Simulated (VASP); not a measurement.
Wanted: the native input for a VASP 6.6.1 run.

```
Task                   : relaxation of cell and atoms
Functional             : PBE
Potentials or basis    : VASP PAW PBE potentials, release 64 (Be, Cd, O)
Cutoff                 : 600 eV
k mesh                 : 4 × 4 × 2
Occupations            : gaussian, width 0.15 eV
Spin                   : no spin polarisation
Dipole correction      : no
Further INCAR settings : ALGO = Normal; EDIFF = 1e-07; IBRION = 2; EDIFFG = -0.08; NSW = 36; ISIF = 3
```

The structure of Be2CdO3 lies in POSCAR:

```
Be2CdO3
1.0
    3.1124495400      0.0000000000      0.0000000000
    0.0000000000      3.1124495400      0.0000000000
    0.0000000000      0.0000000000      6.8570185700
Be Cd O
2 1 3
Direct
    0.0000000000      0.5000000000      0.7315000300
    0.5000000000      0.0000000000      0.2684999700
    0.0000000000      0.0000000000      0.0000000000
    0.0000000000      0.5000000000      0.3835000100
    0.5000000000      0.0000000000      0.6164999900
    0.5000000000      0.5000000000      0.0000000000
```

The cell was built from a structure type or drawn by symmetry, and may not be a known phase.

These files were run (other wordings do the same):

INCAR

```
SYSTEM = Be2CdO3
ALGO = Normal
EDIFF = 1E-7
EDIFFG = -0.08
ENCUT = 600
GGA = PE
GGA_COMPAT = .False.
IBRION = 2
ISIF = 3
ISMEAR = 0
LASPH = .True.
LCHARG = .False.
LREAL = .False.
LWAVE = .False.
NELM = 120
NELMIN = 4
NSW = 36
PREC = Accurate
SIGMA = 0.15
```

KPOINTS

```
k-points
0
Gamma
  4 4 2
  0 0 0
```

Potentials or basis: VASP PAW PBE potentials, release 64 (Be, Cd, O).

Command:

```sh
$ cat potpaw_PBE.64/Be/POTCAR potpaw_PBE.64/Cd/POTCAR potpaw_PBE.64/O/POTCAR > POTCAR
$ mpirun -np 1 vasp_std > vasp.out
```

Results of the run:

| Quantity | Value |
| --- | --- |
| Relaxed volume | 11.56 Å³/atom |
| Relaxed cell | a = 2.936 Å, b = 2.936 Å, c = 8.049 Å, α = 90.00°, β = 90.00°, γ = 90.00° |
| Space group after relaxing (to 0.1 Å) | P-4m2 (No. 115) |
| Energy gained by relaxing | 1253.0 meV/atom |
| Ionic steps | 19 |
| Pressure after relaxing | 0.6 GPa |
| Largest force after relaxing | 0.032 eV/Å |
| Band gap on the k mesh | zero (bands 17 and 18 overlap by 0.50 eV) |

Caveat: the k points lie up to 0.54 Å⁻¹ apart in the final cell; semilocal functionals underestimate gaps, so a narrow gap can read as zero; a cell axis changed by over 15 % at a fixed basis, so the end point is rough; the relaxation stopped at a loose force limit of 0.08 eV/Å, so its end isn't a converged minimum.

Run time: 7.5 min on 1 thread of Intel Xeon 8259CL, with other jobs on the host, peak memory 0.22 GiB.
